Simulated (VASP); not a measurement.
Ca3AsPb: single point with PBE

The system is Ca3AsPb.

```
Pb As Ca
1.0
     5.54096    0.00000    0.00000
     0.00000    5.54096    0.00000
     0.00000    0.00000    5.54096
Pb As Ca
1 1 3
Direct
  0.00000 0.00000 0.00000
  0.50000 0.50000 0.50000
  0.50000 0.50000 0.00000
  0.00000 0.50000 0.50000
  0.50000 0.00000 0.50000
```

```yaml
Program: VASP 6.6.1
Task: single point
Functional: PBE
Potentials_or_basis: VASP PAW PBE potentials, release 64 (Pb_d, As, Ca_sv)
Cutoff: 520 eV
k_mesh: 4 × 4 × 4
Occupations: fermi-dirac, width 0.1 eV
Spin: no spin polarisation
Dipole_correction: no
Further_INCAR_settings: ALGO = Normal; EDIFF = 1e-06; NBANDS = 32
```

```json
{
  "Pressure": "0.5 GPa",
  "Band gap on the k mesh": "zero (an odd number of electrons rules out a gap without spin polarisation)"
}
```

Levels at points of the mesh, in eV from the Fermi level:
```tsv
k point	band 22	band 23	band 24	band 25	band 26	band 27	band 28	band 29
(0.00, 0.00, 0.00)	-1.59	0.57	0.85	0.85	0.95	0.95	0.95	1.30
(0.50, 0.00, 0.00)	-1.57	-1.57	-0.11	-0.11	1.55	1.69	1.74	2.69
(0.50, 0.50, 0.00)	-1.73	-0.60	-0.60	0.01	1.82	1.94	1.94	2.09
(0.50, 0.50, 0.50)	-2.94	-0.92	-0.92	-0.92	2.12	2.12	2.12	2.77
```

Run time: 73 s on 1 thread of Intel(R) Xeon(R) Platinum 8488C (Sapphire Rapids), on a shared host, peak memory 0.27 GiB.

Caveat: spin-orbit coupling is left out, which moves the levels of the heavy elements.
